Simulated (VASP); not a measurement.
# Sc (P6_3/mmc) in VASP: further runs

Sc is run at these levels: PBEsol; tasks: single point.

Program: VASP 6.6.1. These are calculated values, not measurements. Logs are shortened: lines on timing, memory, paths and dates and some standing lists are left out, and cuts for length are marked.

## (1) The cell of the first run

It takes space group P6_3/mmc (No. 194, hexagonal). Conventional cell: a = 3.139 Å, b = 3.139 Å, c = 4.892 Å, α = 90.00°, β = 90.00°, γ = 120.00°. Within 4.0 Å of Sc (site symmetry -6m2) lie 12 Sc at 3.04 to 3.14 Å.

## (2) Single point, PBEsol (20.87 Å³/atom)

Input file INCAR:

```
SYSTEM = Sc
ALGO     = Normal         ! electronic algorithm
EDIFF    = 1E-7           ! SCF threshold, eV
ENCUT    = 520            ! plane-wave cutoff, eV
GGA      = PS             ! functional
ISIF     = 2              ! what is computed and relaxed
ISMEAR   = -1             ! smearing method
LASPH    = .True.         ! aspherical terms in the spheres
LCHARG   = .False.        ! write CHGCAR
LREAL    = .False.        ! projectors in reciprocal space
LWAVE    = .False.        ! write WAVECAR
NBANDS   = 18             ! bands
NELM     = 60             ! most SCF steps
PREC     = Accurate       ! precision mode
SIGMA    = 0.1            ! smearing width, eV
```

Input file KPOINTS:

```
k-points
0
Gamma
  18 18 10
  0 0 0
```

Input file POSCAR:

```
Sc
1.0
    3.1387073587      0.0000000000      0.0000000000
   -1.5693536793      2.7182003077      0.0000000000
    0.0000000000      0.0000000000      4.8923814583
Sc
2
Direct
    0.3333333333      0.6666666667      0.2500000000
    0.6666666667      0.3333333333      0.7500000000
```

Potentials or basis: VASP PAW PBE potentials, release 64 (Sc_sv).

Command:

```console
> cat potpaw_PBE.64/Sc_sv/POTCAR > POTCAR
> mpirun -np 1 vasp_std > vasp.out
```

OUTCAR:

```text
SYSTEM = Sc
   EDIFF = 1E-7
   ENCUT = 520
   GGA = PS
   ISIF = 2
   ISMEAR = -1
   LASPH = .True.
   LREAL = .False.
   NELM = 60
   PREC = Accurate

 ion  position               nearest neighbor table
   1  0.333  0.667  0.250-   2 3.04   2 3.04   2 3.04   2 3.04   2 3.04   2 3.04
   2  0.667  0.333  0.750-   1 3.04   1 3.04   1 3.04   1 3.04   1 3.04   1 3.04

  LATTYP: Found a hexagonal cell.
 ALAT       =     3.1387073587
 C/A-ratio  =     1.5587249460

  Lattice vectors:

 A1 = (   3.1387073587,   0.0000000000,   0.0000000000)
 A2 = (  -1.5693536793,   2.7182003077,   0.0000000000)
 A3 = (   0.0000000000,   0.0000000000,   4.8923814583)

Analysis of symmetry for initial positions (statically):
=====================================================================
 Subroutine PRICEL returns:
 Original cell was already a primitive cell.

 Routine SETGRP: Setting up the symmetry group for a
 hexagonal supercell.

 Subroutine GETGRP returns: Found 24 space group operations
 (whereof 12 operations were pure point group operations)
 out of a pool of 24 trial point group operations.

The static configuration has the point symmetry D_3d.
 The point group associated with its full space group is D_6h.

Analysis of symmetry for dynamics (positions and initial velocities):
=====================================================================
 Subroutine PRICEL returns:
 Original cell was already a primitive cell.

 Routine SETGRP: Setting up the symmetry group for a
 hexagonal supercell.

 Subroutine GETGRP returns: Found 24 space group operations
 (whereof 12 operations were pure point group operations)
 out of a pool of 24 trial point group operations.

The dynamic configuration has the point symmetry D_3d.
 The point group associated with its full space group is D_6h.

 Subroutine INISYM returns: Found 24 space group operations
 (whereof 12 operations are pure point group operations),
 and found     1 'primitive' translations

----------------------------------------------------------------------------------------

                                     Primitive cell

  volume of cell :      41.7400

  direct lattice vectors                    reciprocal lattice vectors
     3.138707359  0.000000000  0.000000000     0.318602496  0.183945237  0.000000000
    -1.569353679  2.718200308  0.000000000     0.000000000  0.367890474  0.000000000
[... 76 lines left out ...]
   PREC   = accura    normal or accurate (medium, high low for compatibility)
   ISTART =      0    job   : 0-new  1-cont  2-samecut
   ICHARG =      2    charge: 1-file 2-atom 10-const
   ISPIN  =      1    spin polarized calculation?
   LNONCOLLINEAR =      F non collinear calculations
   LSORBIT =      F    spin-orbit coupling
   LASPH  =      T    aspherical Exc in radial PAW
   ENCUT  =  520.0 eV  38.22 Ry    6.18 a.u.   5.84  5.84  9.10*2*pi/ulx,y,z
   NELM   =     60;   NELMIN=  2; NELMDL= -5     # of ELM steps
   EDIFF  = 0.1E-06   stopping-criterion for ELM
   LREAL  =      F    real-space projection
   EDIFFG = 0.1E-05   stopping-criterion for IOM
   NSW    =      0    number of steps for IOM
   IBRION =     -1    ionic relax: 0-MD 1-quasi-New 2-CG
   NFREE  =      0    steps in history (QN), initial steepest desc. (CG)
   ISIF   =      2    stress and relaxation
   ISYM   =      2    0-nonsym 1-usesym 2-fastsym
   POTIM  = 0.5000    time-step for ionic-motion
   TEBEG  =    0.0;   TEEND  =   0.0 temperature during run
   PSTRESS=    0.0 pullay stress
   NELECT =      22.0000    total number of electrons
   NUPDOWN=      -1.0000    fix difference up-down
   EMIN   =  10.00;   EMAX   =-10.00  energy-range for DOS
   EFERMI =   0.00;   METHOD = LEGACY
   ISMEAR =    -1;   SIGMA  =   0.10  broadening in eV -4-tet -1-fermi 0-gaus
   EFERMI_NEDOS =   21; number of points for ismear=-14 and -15
   IALGO  =     38    algorithm
   IMIX   =      4    mixing-type and parameters
     AMIX     =   0.40;   BMIX     =  1.00
     AMIX_MAG =   1.60;   BMIX_MAG =  1.00
  volume/ion in A,a.u.               =      20.87       140.84
  Fermi-wavevector in a.u.,A,eV,Ry     =   1.322406  2.498985 23.793297  1.748758
  Thomas-Fermi vector in A             =   2.452090
   LORBIT       =      0    0 simple, 1 ext, 2 COOP (PROOUT), +10 PAW based schemes
   GGA     = PS    functional components
   LHFCALC =     F    Hartree Fock is set to
   AEXX    =    0.0000 exact exchange contribution
   IVDW    =     0    specifies the selected vdW correction
   LEPSILON=     F    determine dielectric tensor
   LRPA    =     F    only Hartree local field effects (RPA)
 non-spin polarized calculation
  energy-cutoff  :      520.00
  volume of cell :       41.74
 maximum number of plane-waves:      1140
 NGX is ok and might be reduce to    24
   NGX = 11   NGY = 11   NGZ = 19

 number of electron      22.0000004 magnetization

 Free energy of the ion-electron system (eV)
  ---------------------------------------------------
  ext. energy  EPLUGINS =         0.00000000
  ---------------------------------------------------
  free energy    TOTEN  =       -13.12526700 eV

  energy without entropy =      -13.01633023  energy(sigma->0) =      -13.07079862

 E-fermi :   4.5964     XC(G=0): -10.6931

 val. band max:        4.5942262205   @ k =   0.3333   0.1111   0.2000
 cond. band min:       4.6013580778   @ k =   0.2778   0.0556   0.4000
 fundamental gap:      0.0071318574
 Fermi energy:         4.5964294749

 k-point     1 :       0.0000    0.0000    0.0000
  band No.  band energies     occupation
      1     -44.1890      2.00000
      2     -44.0440      2.00000
      3     -23.2924      2.00000
      4     -22.6790      2.00000
      5     -22.6790      2.00000
      6     -22.5670      2.00000
[... 481 lines left out ...]
      5     -22.9696      2.00000
      6     -22.8468      2.00000
[... 10 lines left out ...]
     17       9.0876      0.00000
     18       9.3837      0.00000

 [... further k-points ...]
[... 5 lines left out ...]
  --------------------------------------------------------------------------------------
  -------------------------------------------------------------------------------------
  Total        2.3729463      2.3729463      2.2501101      0.0000000      0.0000000      0.0000000
  in kB       91.0847980     91.0847980     86.3697694      0.0000000      0.0000000      0.0000000
  external PRESSURE =      89.5131218 kB  Pullay stress =       0.0000000 kB

 VOLUME and BASIS-vectors are now :
 -----------------------------------------------------------------------------
  energy-cutoff  :      520.00
  volume of cell :       41.74
      direct lattice vectors                 reciprocal lattice vectors
     3.138707359  0.000000000  0.000000000     0.318602496  0.183945237  0.000000000
    -1.569353679  2.718200308  0.000000000     0.000000000  0.367890474  0.000000000
     0.000000000  0.000000000  4.892381458     0.000000000  0.000000000  0.204399434

 POSITION                                       TOTAL-FORCE (eV/Angst)
 -----------------------------------------------------------------------------------
     -0.00000      1.81213      1.22310         0.000000      0.000000      0.000000
      1.56935      0.90607      3.66929        -0.000000      0.000000      0.000000
 -----------------------------------------------------------------------------------
    total drift:                                0.000000     -0.000000      0.000000

  FREE ENERGIE OF THE ION-ELECTRON SYSTEM (eV)
  ---------------------------------------------------
  free  energy   TOTEN  =       -13.1252670025 eV

  energy  without entropy=      -13.0163302330  energy(sigma->0) =      -13.07079862
```

stdout:

```text
POSCAR found type information on POSCAR Sc
 POSCAR found :  1 types and       2 ions
 scaLAPACK will be used
 -----------------------------------------------------------------------------
|                                                                             |
|                                                                             |
|     You enforced a specific xc type in the INCAR file but a different       |
|     I HOPE YOU KNOW WHAT YOU ARE DOING!                                     |
|                                                                             |
 -----------------------------------------------------------------------------

 LDA part: xc-table for (Slater+PW92), standard interpolation
 POSCAR, INCAR and KPOINTS ok, starting setup
 FFT: planning ... GRIDC
 FFT: planning ... GRID_SOFT
 FFT: planning ... GRID
 WAVECAR not read
 entering main loop
```

Run time: 83 s. Hardware: 1 thread of AMD EPYC 9R45 (Zen 5), shared host; peak memory 0.23 GiB.

Results:

- Free energy: -13.1253 eV
- Pressure: 9.0 GPa
- Band gap on the k mesh: zero (bands 11 and 12 overlap by 1.72 eV)

Levels at points of the mesh, in eV from the Fermi level:
| k point | band 8 | band 9 | band 10 | band 11 | band 12 | band 13 | band 14 | band 15 |
| --- | --- | --- | --- | --- | --- | --- | --- | --- |
| (0.00, 0.00, 0.00) | -27.13 | -5.41 | -1.89 | 1.08 | 1.79 | 1.79 | 2.11 | 2.36 |
| (0.50, 0.00, 0.00) | -27.23 | -1.68 | -1.31 | -0.93 | -0.17 | 1.47 | 1.55 | 2.20 |
| (0.00, 0.00, 0.50) | -27.22 | -3.65 | -3.65 | 1.08 | 1.08 | 1.68 | 1.68 | 1.68 |
| (0.50, 0.00, 0.50) | -27.31 | -1.73 | -1.73 | 0.09 | 0.09 | 1.67 | 1.67 | 2.77 |

Caveat: the cell stands under pressure; the PAW data sets were made with another functional, which shifts forces and pressure a little.

## (3) Single point, PBEsol (21.82 Å³/atom)

This run uses another cell than the first one, of 21.82 Å³/atom.

Input file INCAR:

```
SYSTEM = Sc
PREC = Accurate
ENCUT = 520
EDIFF = 1E-7
ISMEAR = -1
SIGMA = 0.1
LREAL = .False.
LASPH = .True.
NELM = 100
ALGO = Normal
ISIF = 2
LWAVE = .False.
LCHARG = .False.
GGA = PS
NBANDS = 18
```

Input file KPOINTS:

```
regular mesh
0
Gamma
  18 18 10
  0 0 0
```

Input file POSCAR:

```
Sc
1.0
    3.1855606448      0.0000000000      0.0000000000
   -1.5927803224      2.7587764437      0.0000000000
    0.0000000000      0.0000000000      4.9654128441
Sc
2
Direct
    0.3333333333      0.6666666667      0.2500000000
    0.6666666667      0.3333333333      0.7500000000
```

Potentials or basis: VASP PAW PBE potentials, release 64 (Sc_sv).

Command:

```console
> cat potpaw_PBE.64/Sc_sv/POTCAR > POTCAR
> mpirun -np 1 vasp_std > vasp.out
```

Wall time 91 s (1 thread of AMD EPYC 9R45 (Zen 5), shared host); peak memory 0.24 GiB.

The run converged. Its results:

```
Free energy            : -13.2110 eV
Pressure               : 5.4 GPa
Band gap on the k mesh : zero (bands 11 and 12 overlap by 1.69 eV)
```

Stress tensor (GPa, compression positive):
```
5.55 0.00 0.00
0.00 5.55 0.00
0.00 0.00 5.25
```

Levels at points of the mesh, in eV from the Fermi level:
```csv
k point,band 9,band 10,band 11,band 12,band 13,band 14
"(0.00, 0.00, 0.00)",-5.34,-1.82,0.94,1.74,1.74,2.04
"(0.50, 0.00, 0.00)",-1.67,-1.23,-0.85,-0.24,1.44,1.48
"(0.00, 0.00, 0.50)",-3.65,-3.65,1.05,1.05,1.64,1.64
"(0.50, 0.00, 0.50)",-1.66,-1.66,0.09,0.09,1.55,1.55
```

Caveat: the cell stands under pressure; the PAW data sets were made with another functional, which shifts forces and pressure a little.

## (4) Single point, PBEsol (22.77 Å³/atom)

This run uses another cell than the first one, of 22.77 Å³/atom.

Input file INCAR:

```
SYSTEM = Sc
  PREC = Accurate
  ENCUT = 520
  EDIFF = 1E-7
  ISMEAR = -1
  SIGMA = 0.1
  LREAL = .False.
  LASPH = .True.
  NELM = 100
  ALGO = Normal
  ISIF = 2
  LWAVE = .False.
  LCHARG = .False.
  GGA = PS
  NBANDS = 18
```

Input file KPOINTS:

```
Automatic mesh
0
Gamma
  18 18 10
  0 0 0
```

Input file POSCAR:

```
Sc
1.0
    3.2310748032      0.0000000000      0.0000000000
   -1.6155374016      2.7981928611      0.0000000000
    0.0000000000      0.0000000000      5.0363568982
Sc
2
Direct
    0.3333333333      0.6666666667      0.2500000000
    0.6666666667      0.3333333333      0.7500000000
```

Command:

```console
> cat potpaw_PBE.64/Sc_sv/POTCAR > POTCAR
> mpirun -np 1 vasp_std > vasp.out
```

Wall time 94 s (1 thread of AMD EPYC 9R45 (Zen 5), shared host); peak memory 0.24 GiB.

It converged, with:

```yaml
Free_energy: -13.2585 eV
Pressure: 2.5 GPa
Band_gap_on_the_k_mesh: zero (bands 11 and 12 overlap by 1.64 eV)
```

Stress tensor (GPa, compression positive):
```
2.55 0.00 0.00
0.00 2.55 0.00
0.00 0.00 2.40
```

Levels at points of the mesh, in eV from the Fermi level:
```tsv
k point	band 9	band 10	band 11	band 12	band 13	band 14
(0.00, 0.00, 0.00)	-5.28	-1.75	0.81	1.69	1.69	1.97
(0.50, 0.00, 0.00)	-1.65	-1.16	-0.79	-0.28	1.41	1.41
(0.00, 0.00, 0.50)	-3.63	-3.63	1.02	1.02	1.59	1.59
(0.50, 0.00, 0.50)	-1.59	-1.59	0.09	0.09	1.44	1.44
```

Caveat: the PAW data sets were made with another functional, which shifts forces and pressure a little.

## (5) The runs side by side

```tsv
cell	gap on the mesh (eV)	pressure (GPa)
a = 3.139, b = 3.139, c = 4.892 Å, angles 90.0, 90.0, 120.0°, 2 atoms	none	9.0
a = 3.186, b = 3.186, c = 4.965 Å, angles 90.0, 90.0, 120.0°, 2 atoms	none	5.4
a = 3.231, b = 3.231, c = 5.036 Å, angles 90.0, 90.0, 120.0°, 2 atoms	none	2.5
```

Alike in all rows: task single point; level PBEsol; potentials or basis VASP PAW PBE potentials, release 64 (Sc_sv); no spin polarisation; k mesh 18 × 18 × 10; cutoff (eV) 520; smearing fermi-dirac 0.1 eV.

Caveats: the PAW data sets were made with another functional, which shifts forces and pressure a little; the cell stands under pressure (at least some runs).

Absolute energies hang on the potentials; compare differences alone.
